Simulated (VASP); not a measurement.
Write the native input for VASP 6.6.1 that does the following.

* Task: relaxation of cell and atoms
* Functional: PBE
* Potentials or basis: VASP PAW PBE potentials, release 64 (Hf_pv)
* Cutoff: 600 eV
* k mesh: 20 × 20 × 20
* Occupations: fermi-dirac, width 0.08 eV
* Spin: no spin polarisation
* Target pressure: 430 GPa
* Dipole correction: no
* Further INCAR settings: ALGO = Normal; EDIFF = 1e-06; IBRION = 2; EDIFFG = -0.005; NSW = 60; ISIF = 3

The structure of Hf lies in POSCAR:

```
Hf
1.0
    0.0000000000      1.6758320685      1.6758320685
    1.6758320685      0.0000000000      1.6758320685
    1.6758320685      1.6758320685      0.0000000000
Hf
1
Direct
    0.0000000000      0.0000000000      0.0000000000
```

The input as run:

INCAR

```
ALGO = Normal
EDIFF = 1E-6
EDIFFG = -0.005
ENCUT = 600
GGA = PE
IBRION = 2
ISIF = 3
ISMEAR = -1
LASPH = T
LCHARG = F
LREAL = F
LWAVE = F
NELM = 80
NSW = 60
PREC = Accurate
PSTRESS = 4300.0
SIGMA = 0.08
```

KPOINTS

```
k-points
0
Gamma
  20 20 20
```

Potentials or basis: VASP PAW PBE potentials, release 64 (Hf_pv).

Launch:

```console
$ cat potpaw_PBE.64/Hf_pv/POTCAR > POTCAR
$ mpirun -np 1 vasp_std > vasp.out
```

It gave:

```
Relaxed volume                                         : 9.34 Å³/atom
Relaxed cell                                           : a = 2.364 Å, b = 2.364 Å, c = 2.364 Å, α = 60.00°, β = 60.00°, γ = 60.00°
Space group after relaxing (to 0.05 Å)                 : Fm-3m (No. 225)
Energy change on relaxing (the enthalpy is what falls) : +195.5 meV/atom
Ionic steps                                            : 4
Pressure after relaxing                                : 430.0 GPa
Band gap on the k mesh                                 : zero (band 5 reaches 14.42 eV, above the bottom of band 6 at 12.29 eV)
```

Caveat: the cell is relaxed towards a set pressure, so the enthalpy falls and the energy may rise; spin-orbit coupling is left out, which moves the levels of the heavy elements.

Run time: 57 s on 1 thread of Intel(R) Xeon(R) Platinum 8259CL CPU @ 2.50GHz (Skylake/Cascade Lake) (shared host), peak memory 0.16 GiB.
